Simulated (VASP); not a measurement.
# TlV2 (Fd-3m) in VASP: further runs

The runs below take TlV2 through single point, with PBE.

Program: VASP 6.6.1. These are calculated values, not measurements. Logs are shortened: lines on timing, memory, paths and dates and some standing lists are left out, and cuts for length are marked.

**1. The cell of the first run**

Symmetry: Fd-3m, No. 227, cubic system. The conventional cell has a = 7.409 Å, b = 7.409 Å, c = 7.409 Å, α = 90.00°, β = 90.00°, γ = 90.00°. Within 3.5 Å of V (site symmetry -3m) lie 6 V at 2.62 Å and 6 Tl at 3.07 Å. Within 4.0 Å of Tl (site symmetry -43m) lie 12 V at 3.07 Å and 4 Tl at 3.21 Å.

**2. Single point, PBE, collinear spin, ferromagnetic start**

The input, INCAR:

```
SYSTEM = TlV2
PREC = Accurate
ENCUT = 520
EDIFF = 1E-6
ISMEAR = 0
SIGMA = 0.1
LREAL = .False.
LASPH = .True.
NELM = 150
ALGO = Fast
ISIF = 2
LWAVE = .False.
LCHARG = .False.
ISPIN = 2
MAGMOM = 0.17 0.17 0.17 0.17 0.01 0.01
LORBIT = 11
LMAXMIX = 4
GGA = PE
NBANDS = 52
```

The input, KPOINTS:

```
Automatic mesh
0
Gamma
  4 4 4
  0 0 0
```

The input, POSCAR:

```
TlV2
1.0
    0.0000000000      3.7044884137      3.7044884137
    3.7044884137      0.0000000000      3.7044884137
    3.7044884137      3.7044884137      0.0000000000
V Tl
4 2
Direct
    0.6250000000      0.6250000000      0.6250000000
    0.1250000000      0.6250000000      0.6250000000
    0.6250000000      0.6250000000      0.1250000000
    0.6250000000      0.1250000000      0.6250000000
    0.0000000000      0.0000000000      0.0000000000
    0.2500000000      0.2500000000      0.2500000000
```

Potentials or basis: VASP PAW PBE potentials, release 64 (V_sv, Tl_d).

On the command line:

```bash
$ cat potpaw_PBE.64/V_sv/POTCAR potpaw_PBE.64/Tl_d/POTCAR > POTCAR
$ mpirun -np 1 vasp_std > vasp.out
```

OUTCAR:

```text
SYSTEM = TlV2
   PREC = Accurate
   ENCUT = 520
   EDIFF = 1E-6
   ISMEAR = 0
   LREAL = .False.
   LASPH = .True.
   NELM = 150
   ISIF = 2
   ISPIN = 2
   LORBIT = 11
   GGA = PE

 ion  position               nearest neighbor table
   1  0.625  0.625  0.625-   2 2.62   3 2.62   4 2.62   3 2.62   4 2.62   2 2.62   6 3.07   5 3.07
                             6 3.07   5 3.07   6 3.07   5 3.07
   2  0.125  0.625  0.625-   1 2.62   3 2.62   4 2.62   1 2.62   3 2.62   4 2.62   5 3.07   6 3.07
                             5 3.07   6 3.07   6 3.07   5 3.07
   3  0.625  0.625  0.125-   1 2.62   1 2.62   2 2.62   4 2.62   4 2.62   2 2.62   6 3.07   5 3.07
                             6 3.07   5 3.07   6 3.07   5 3.07
   4  0.625  0.125  0.625-   1 2.62   3 2.62   1 2.62   2 2.62   3 2.62   2 2.62   6 3.07   5 3.07
                             5 3.07   6 3.07   6 3.07   5 3.07
   5  0.000  0.000  0.000-   3 3.07   4 3.07   2 3.07   3 3.07   1 3.07   1 3.07   1 3.07   2 3.07
                             4 3.07   3 3.07   2 3.07   4 3.07   6 3.21   6 3.21   6 3.21   6 3.21
   6  0.250  0.250  0.250-   2 3.07   3 3.07   3 3.07   4 3.07   1 3.07   3 3.07   1 3.07   1 3.07
                             2 3.07   4 3.07   4 3.07   2 3.07   5 3.21   5 3.21   5 3.21   5 3.21

  LATTYP: Found a face centered cubic cell.
 ALAT       =     7.4089768274

  Lattice vectors:

 A1 = (   0.0000000000,   3.7044884137,   3.7044884137)
 A2 = (   3.7044884137,   0.0000000000,   3.7044884137)
 A3 = (   3.7044884137,   3.7044884137,   0.0000000000)

Analysis of symmetry for initial positions (statically):
=====================================================================
 Subroutine PRICEL returns:
 Original cell was already a primitive cell.

 Routine SETGRP: Setting up the symmetry group for a
 face centered cubic supercell.

 Subroutine GETGRP returns: Found 48 space group operations
 (whereof 24 operations were pure point group operations)
 out of a pool of 48 trial point group operations.

The static configuration has the point symmetry T_d .
 The point group associated with its full space group is O_h .

Analysis of symmetry for dynamics (positions and initial velocities):
=====================================================================
 Subroutine PRICEL returns:
 Original cell was already a primitive cell.

 Routine SETGRP: Setting up the symmetry group for a
 face centered cubic supercell.

 Subroutine GETGRP returns: Found 48 space group operations
 (whereof 24 operations were pure point group operations)
 out of a pool of 48 trial point group operations.

The dynamic configuration has the point symmetry T_d .
 The point group associated with its full space group is O_h .

Analysis of structural, dynamic, and magnetic symmetry:
=====================================================================
 Subroutine PRICEL returns:
 Original cell was already a primitive cell.

 Routine SETGRP: Setting up the symmetry group for a
 face centered cubic supercell.

 Subroutine GETGRP returns: Found 48 space group operations
 (whereof 24 operations were pure point group operations)
 out of a pool of 48 trial point group operations.

The overall configuration has the point symmetry T_d .
 The point group associated with its full space group is O_h .

 Subroutine INISYM returns: Found 48 space group operations
 (whereof 24 operations are pure point group operations),
 and found     1 'primitive' translations

----------------------------------------------------------------------------------------

                                     Primitive cell

  volume of cell :     101.6751

  direct lattice vectors                    reciprocal lattice vectors
     0.000000000  3.704488414  3.704488414    -0.134971403  0.134971403  0.134971403
     3.704488414  0.000000000  3.704488414     0.134971403 -0.134971403  0.134971403
     3.704488414  3.704488414  0.000000000     0.134971403  0.134971403 -0.134971403

  length of vectors
     5.238937756  5.238937756  5.238937756     0.233777328  0.233777328  0.233777328

  position of ions in fractional coordinates (direct lattice)
     0.625000000  0.625000000  0.625000000
     0.125000000  0.625000000  0.625000000
     0.625000000  0.625000000  0.125000000
     0.625000000  0.125000000  0.625000000
     0.000000000  0.000000000  0.000000000
     0.250000000  0.250000000  0.250000000

  ion indices of the primitive-cell ions
   primitive index   ion index
                 1           1
                 2           2
                 3           3
                 4           4
                 5           5
                 6           6

[... 43 lines left out ...]
   NGXF,Y,Z  is equivalent  to a cutoff of  25.39, 25.39, 25.39 a.u.
 SYSTEM =  TlV2
   PREC   = accura    normal or accurate (medium, high low for compatibility)
   ISTART =      0    job   : 0-new  1-cont  2-samecut
   ICHARG =      2    charge: 1-file 2-atom 10-const
   ISPIN  =      2    spin polarized calculation?
   LNONCOLLINEAR =      F non collinear calculations
   LSORBIT =      F    spin-orbit coupling
   LASPH  =      T    aspherical Exc in radial PAW
   ENCUT  =  520.0 eV  38.22 Ry    6.18 a.u.   9.74  9.74  9.74*2*pi/ulx,y,z
   NELM   =    150;   NELMIN=  2; NELMDL= -5     # of ELM steps
   EDIFF  = 0.1E-05   stopping-criterion for ELM
   LREAL  =      F    real-space projection
   EDIFFG = 0.1E-04   stopping-criterion for IOM
   NSW    =      0    number of steps for IOM
   IBRION =     -1    ionic relax: 0-MD 1-quasi-New 2-CG
   NFREE  =      0    steps in history (QN), initial steepest desc. (CG)
   ISIF   =      2    stress and relaxation
   ISYM   =      2    0-nonsym 1-usesym 2-fastsym
   POTIM  = 0.5000    time-step for ionic-motion
   TEBEG  =    0.0;   TEEND  =   0.0 temperature during run
   PSTRESS=    0.0 pullay stress
   NELECT =      78.0000    total number of electrons
   NUPDOWN=      -1.0000    fix difference up-down
   EMIN   =  10.00;   EMAX   =-10.00  energy-range for DOS
   EFERMI =   0.00;   METHOD = LEGACY
   ISMEAR =     0;   SIGMA  =   0.10  broadening in eV -4-tet -1-fermi 0-gaus
   EFERMI_NEDOS =   21; number of points for ismear=-14 and -15
   IALGO  =     68    algorithm
   IMIX   =      4    mixing-type and parameters
     AMIX     =   0.40;   BMIX     =  1.00
     AMIX_MAG =   1.60;   BMIX_MAG =  1.00
  volume/ion in A,a.u.               =      16.95       114.36
  Fermi-wavevector in a.u.,A,eV,Ry     =   1.498654  2.832046 30.558204  2.245965
  Thomas-Fermi vector in A             =   2.610385
   LORBIT       =     11    0 simple, 1 ext, 2 COOP (PROOUT), +10 PAW based schemes
   GGA     = PE    functional components
   LHFCALC =     F    Hartree Fock is set to
   AEXX    =    0.0000 exact exchange contribution
   IVDW    =     0    specifies the selected vdW correction
   LEPSILON=     F    determine dielectric tensor
   LRPA    =     F    only Hartree local field effects (RPA)
 spin polarized calculation
 RMM-DIIS sequential band-by-band and
 Gauss-broadening in eV      SIGMA  =   0.10
  energy-cutoff  :      520.00
  volume of cell :      101.68
 maximum number of plane-waves:      2764
 NGX is ok and might be reduce to    40
   NGX = 19   NGY = 19   NGZ = 19

 number of electron      77.9999980 magnetization       0.0012252

 Free energy of the ion-electron system (eV)
  ---------------------------------------------------
  ext. energy  EPLUGINS =         0.00000000
  ---------------------------------------------------
  free energy    TOTEN  =       -37.45454084 eV

  energy without entropy =      -37.41300853  energy(sigma->0) =      -37.43377468

 E-fermi :   9.4588     XC(G=0): -12.1260

 val. band max:        9.4381611142   @ k =   0.2500   0.2500   0.0000
 cond. band min:       9.5283675692   @ k =   0.2500   0.0000   0.0000
 fundamental gap:      0.0902064550
 Fermi energy:         9.4588077007

 spin component 1

 k-point     1 :       0.0000    0.0000    0.0000
  band No.  band energies     occupation
      1     -54.6280      1.00000
      2     -54.4771      1.00000
      3     -54.4771      1.00000
      4     -54.4771      1.00000
      5     -28.8093      1.00000
      6     -28.6581      1.00000
[... 421 lines left out ...]
     50      11.5832      0.00000
     51      13.3881      0.00000
 Fermi energy:         9.4588077007

 spin component 2

 k-point     1 :       0.0000    0.0000    0.0000
  band No.  band energies     occupation
      1     -54.6278      1.00000
      2     -54.4768      1.00000
      3     -54.4768      1.00000
      4     -54.4768      1.00000
      5     -28.8090      1.00000
      6     -28.6578      1.00000
[... 421 lines left out ...]
     50      11.5833      0.00000
     51      13.3882      0.00000
 [bands above 51 left out]

------------------------ aborting loop because EDIFF is reached ----------------------------------------

  FORCE on cell =-STRESS in cart. coord.  units (eV):
  Direction    XX          YY          ZZ          XY          YZ          ZX
  --------------------------------------------------------------------------------------
  -------------------------------------------------------------------------------------
  Total        0.0403385      0.0403385      0.0403385      0.0000000      0.0000000     -0.0000000
  in kB        0.6356457      0.6356457      0.6356457      0.0000000      0.0000000     -0.0000000
  external PRESSURE =       0.6356457 kB  Pullay stress =       0.0000000 kB

 VOLUME and BASIS-vectors are now :
 -----------------------------------------------------------------------------
  energy-cutoff  :      520.00
  volume of cell :      101.68
      direct lattice vectors                 reciprocal lattice vectors
     0.000000000  3.704488414  3.704488414    -0.134971403  0.134971403  0.134971403
     3.704488414  0.000000000  3.704488414     0.134971403 -0.134971403  0.134971403
     3.704488414  3.704488414  0.000000000     0.134971403  0.134971403 -0.134971403

 POSITION                                       TOTAL-FORCE (eV/Angst)
 -----------------------------------------------------------------------------------
      4.63061      4.63061      4.63061         0.000000      0.000000      0.000000
      4.63061      2.77837      2.77837         0.000000      0.000000      0.000000
      2.77837      2.77837      4.63061         0.000000      0.000000      0.000000
      2.77837      4.63061      2.77837         0.000000      0.000000      0.000000
      0.00000      0.00000      0.00000         0.000000      0.000000      0.000000
      1.85224      1.85224      1.85224        -0.000000     -0.000000     -0.000000
 -----------------------------------------------------------------------------------
    total drift:                                0.000000      0.000000      0.000000

  FREE ENERGIE OF THE ION-ELECTRON SYSTEM (eV)
  ---------------------------------------------------
  free  energy   TOTEN  =       -37.4545408395 eV

  energy  without entropy=      -37.4130085262  energy(sigma->0) =      -37.43377468

 total charge

# of ion       s       p       d       tot
------------------------------------------
    1        2.300   6.164   3.097  11.562
    2        2.300   6.164   3.097  11.562
    3        2.300   6.164   3.097  11.562
    4        2.300   6.164   3.097  11.562
    5        1.008   0.729   9.639  11.376
    6        1.008   0.729   9.639  11.376
--------------------------------------------------
tot         11.218  26.113  31.667  68.998

 magnetization (x)

# of ion       s       p       d       tot
------------------------------------------
    1        0.000   0.000   0.000   0.000
    2        0.000   0.000   0.000   0.000
    3        0.000   0.000   0.000   0.000
    4        0.000   0.000   0.000   0.000
    5       -0.000  -0.000   0.000  -0.000
    6       -0.000  -0.000   0.000  -0.000
--------------------------------------------------
tot         -0.000   0.000   0.001   0.001
```

Wall time 83 s (1 thread of AMD EPYC 9R45 (Zen 5), shared host); peak memory 0.27 GiB.

Results:

| Property | Result |
| --- | --- |
| Free energy | -37.4545 eV |
| Pressure | 0.1 GPa |
| Band gap on the k mesh | zero (filled and empty bands overlap) |
| Net moment | 0.00 μB per cell |
| Valence electrons inside the program's atomic spheres | V 11.56; Tl 11.38 |

Levels at points of the mesh, in eV from the Fermi level:
Spin up:
```
           k point  band 37  band 38  band 39  band 40  band 41  band 42
(0.00, 0.00, 0.00)    -1.03     0.54     0.54     0.54     1.48     1.48
(0.50, 0.00, 0.00)    -0.53    -0.45     0.09     0.09     0.37     0.37
(0.50, 0.50, 0.00)    -0.56    -0.56    -0.09    -0.09     0.28     0.28
```
Spin down:
```tsv
k point	band 37	band 38	band 39	band 40	band 41	band 42
(0.00, 0.00, 0.00)	-1.03	0.54	0.54	0.54	1.48	1.48
(0.50, 0.00, 0.00)	-0.53	-0.45	0.09	0.09	0.37	0.37
(0.50, 0.50, 0.00)	-0.56	-0.56	-0.09	-0.09	0.28	0.28
```

Caveat: the k points lie up to 0.37 Å⁻¹ apart, too coarse for converged energies and pressures of a metal; spin-orbit coupling is left out, which moves the levels of the heavy elements.

**3. Single point, PBE**

The input, INCAR:

```
SYSTEM = TlV2
PREC = Accurate ; ENCUT = 520
EDIFF = 1E-6 ; ISMEAR = 0
SIGMA = 0.1 ; LREAL = .FALSE.
LASPH = .TRUE. ; NELM = 80
ALGO = Fast ; ISIF = 2
LWAVE = .FALSE. ; LCHARG = .FALSE.
GGA = PE ; NBANDS = 48
```

The input, KPOINTS:

```
Automatic mesh
0
G
  10 10 10
  0 0 0
```

The input, POSCAR:

```
TlV2
1.0
    0.0000000000      3.7030887122      3.7030887122
    3.7030887122      0.0000000000      3.7030887122
    3.7030887122      3.7030887122      0.0000000000
V Tl
4 2
Direct
    0.1250000000      0.1250000000      0.1250000000
    0.6250000000      0.1250000000      0.1250000000
    0.1250000000      0.1250000000      0.6250000000
    0.1250000000      0.6250000000      0.1250000000
    0.5000000000      0.5000000000      0.5000000000
    0.7500000000      0.7500000000      0.7500000000
```

Potentials or basis: VASP PAW PBE potentials, release 64 (V_sv, Tl_d).

On the command line:

```bash
$ cat potpaw_PBE.64/V_sv/POTCAR potpaw_PBE.64/Tl_d/POTCAR > POTCAR
$ mpirun -np 1 vasp_std > vasp.out
```

It took 3.6 min on 1 thread of AMD EPYC 9R45 (Zen 5), shared host; peak memory 0.32 GiB.

It converged, with:

- Free energy: -37.4501 eV
- Pressure: 0.1 GPa
- Band gap on the k mesh: zero (bands 39 and 40 overlap by 0.74 eV)

Levels at points of the mesh, in eV from the Fermi level:
```tsv
k point	band 36	band 37	band 38	band 39	band 40	band 41	band 42	band 43
(0.00, 0.00, 0.00)	-1.00	-1.00	0.55	0.55	0.55	1.50	1.50	1.50
(0.50, 0.00, 0.00)	-1.11	-0.50	-0.42	0.12	0.12	0.39	0.39	1.39
(0.50, 0.50, 0.00)	-0.97	-0.53	-0.53	-0.06	-0.06	0.30	0.30	0.64
```

Caveat: spin-orbit coupling is left out, which moves the levels of the heavy elements.

**4. Single point, PBE, collinear spin, ferromagnetic start**

This run uses another cell than the first one, of 18.46 Å³/atom.

The input, INCAR:

```
SYSTEM = TlV2
PREC = Accurate
ENCUT = 520
EDIFF = 1E-6
ISMEAR = 0
SIGMA = 0.1
LREAL = .FALSE.
LASPH = .TRUE.
NELM = 150
ALGO = Normal
ISIF = 2
LWAVE = .FALSE.
LCHARG = .TRUE.
ISPIN = 2
MAGMOM = 2 2 2 2 0 0
LORBIT = 11
LMAXMIX = 4
GGA = PE
LELF = .TRUE.
LVHAR = .TRUE.
NBANDS = 52
```

The input, KPOINTS:

```
regular mesh
0
G
  4 4 4
  0 0 0
```

The input, POSCAR:

```
TlV2
1.0
    0.0000000000      3.8114114086      3.8114114086
    3.8114114086      0.0000000000      3.8114114086
    3.8114114086      3.8114114086      0.0000000000
V Tl
4 2
Direct
    0.6250000000      0.6250000000      0.6250000000
    0.1250000000      0.6250000000      0.6250000000
    0.6250000000      0.6250000000      0.1250000000
    0.6250000000      0.1250000000      0.6250000000
    0.0000000000      0.0000000000      0.0000000000
    0.2500000000      0.2500000000      0.2500000000
```

On the command line:

```bash
$ cat potpaw_PBE.64/V_sv/POTCAR potpaw_PBE.64/Tl_d/POTCAR > POTCAR
$ mpirun -np 1 vasp_std > vasp.out
```

Wall time 96 s (1 thread of AMD EPYC 9R45 (Zen 5), shared host); peak memory 0.29 GiB.

The run converged. Its results:

| Item | Value |
| --- | --- |
| Free energy | -37.2028 eV |
| Pressure | -8.4 GPa |
| Net moment | 0.41 μB per cell |
| Site moments | V +0.08; Tl +0.00 μB |
| Valence electrons inside the program's atomic spheres | V 11.45; Tl 11.30 |

Levels at points of the mesh, in eV from the Fermi level:
Spin up:
| k point | band 35 | band 36 | band 37 | band 38 | band 39 | band 40 | band 41 | band 42 | band 43 | band 44 |
| --- | --- | --- | --- | --- | --- | --- | --- | --- | --- | --- |
| (0.00, 0.00, 0.00) | -1.80 | -0.95 | -0.95 | 0.46 | 0.46 | 0.46 | 1.30 | 1.30 | 1.30 | 1.60 |
| (0.50, 0.00, 0.00) | -1.03 | -1.03 | -0.55 | -0.53 | 0.04 | 0.04 | 0.28 | 0.28 | 1.04 | 1.22 |
| (0.50, 0.50, 0.00) | -0.92 | -0.92 | -0.52 | -0.52 | -0.11 | -0.11 | 0.19 | 0.19 | 0.55 | 0.55 |
Spin down:
```
           k point  band 36  band 37  band 38  band 39  band 40  band 41
(0.00, 0.00, 0.00)    -0.85    -0.85     0.50     0.50     0.50     1.36
(0.50, 0.00, 0.00)    -0.95    -0.51    -0.45     0.13     0.13     0.36
(0.50, 0.50, 0.00)    -0.86    -0.45    -0.45    -0.01    -0.01     0.30
```

Caveat: the cell stands under tension; spin-orbit coupling is left out, which moves the levels of the heavy elements.

**5. The runs side by side**

| spin | cell | k mesh | gap on the mesh (eV) | pressure (GPa) | moment (μB) |
| --- | --- | --- | --- | --- | --- |
| collinear, ferromagnetic start | a = 5.239 Å, angles 60.0°, 6 atoms | 4 × 4 × 4 | none | 0.1 | 0.00 |
| off | a = 5.237 Å, angles 60.0°, 6 atoms | 10 × 10 × 10 | none | 0.1 | - |
| collinear, ferromagnetic start | a = 5.390 Å, angles 60.0°, 6 atoms | 4 × 4 × 4 | none | -8.4 | 0.41 |

Alike in all rows: task single point; level PBE; potentials or basis VASP PAW PBE potentials, release 64 (V_sv, Tl_d); cutoff (eV) 520; smearing gaussian 0.1 eV.

Caveats: some runs use coarse meshes; spin-orbit coupling is left out, which moves the levels of the heavy elements; the cell stands under tension (at least some runs).

Absolute energies hang on the potentials; compare differences alone.
